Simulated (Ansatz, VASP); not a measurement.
**Ge2Sb2O in VASP and in Ansatz**

File INCAR:

```
ALGO = Normal
EDIFF = 1E-6
ENCUT = 600
GGA = PE
GGA_COMPAT = False
ISIF = 2
ISMEAR = 0
LASPH = True
LCHARG = False
LREAL = False
LWAVE = False
NBANDS = 30
NELM = 120
PREC = Accurate
SIGMA = 0.1
```

File KPOINTS:

```
k-points
0
Gamma
  4 4 4
```

Contents of POSCAR:

```
Ge2Sb2O
1.0
    3.9731075300      0.0000000000      0.0000000000
    0.0000000000      3.9731075300      0.0000000000
    0.0000000000      0.0000000000      7.2640877000
Ge Sb O
2 2 1
Direct
    0.5000000000      0.5000000000      0.5000000000
    0.5000000000      0.5000000000      0.0000000000
    0.5000000000      0.5000000000      0.7624685800
    0.5000000000      0.5000000000      0.2375314200
    0.0000000000      0.0000000000      0.0000000000
```

Input for Ansatz:

```yaml
crystal:
  lattice:
    - [3.97310753, 0.0, 0.0]
    - [0.0, 3.97310753, 0.0]
    - [0.0, 0.0, 7.2640877]
  atoms:
    - { symbol: Ge, position: [0.5, 0.5, 0.5] }
    - { symbol: Ge, position: [0.5, 0.5, 0.0] }
    - { symbol: Sb, position: [0.5, 0.5, 0.76246858] }
    - { symbol: Sb, position: [0.5, 0.5, 0.23753142] }
    - { symbol: O, position: [0.0, 0.0, 0.0] }
basis:
  ecutwfc: 420
kpoints:
  mp_grid: { grid: [4, 4, 4] }
hamiltonian:
  xc: pbe
scf:
  occupations: { method: gaussian, width: 0.1 }
  lower_state_search: "off"
output:
  forces: true
  stress: true
  eigenvalues: true
```

Alike in both runs: task single point; functional PBE; k mesh 4 × 4 × 4; occupations gaussian, width 0.1 eV; no spin polarisation.

```csv
,VASP,Ansatz
version,VASP 6.6.1,Ansatz 0.2.0
potentials or method,"VASP PAW PBE potentials, release 64 (Ge_d, Sb, O), cutoff 600 eV","scalar-relativistic, plane waves, PAW"
valence electrons in the cell,44,64
```

Ansatz gave:

- rms of the force components (eV/Å): 7.803

What did VASP give for the same quantities?

rms of the force components (eV/Å): 7.746.

Atom by atom the forces differ by 0.057 eV/Å (rms over components). VASP's potentials hold 44 valence electrons a cell and Ansatz's 64, so a difference there can come from the potentials and not from the codes.

Neither program's run includes spin-orbit coupling.
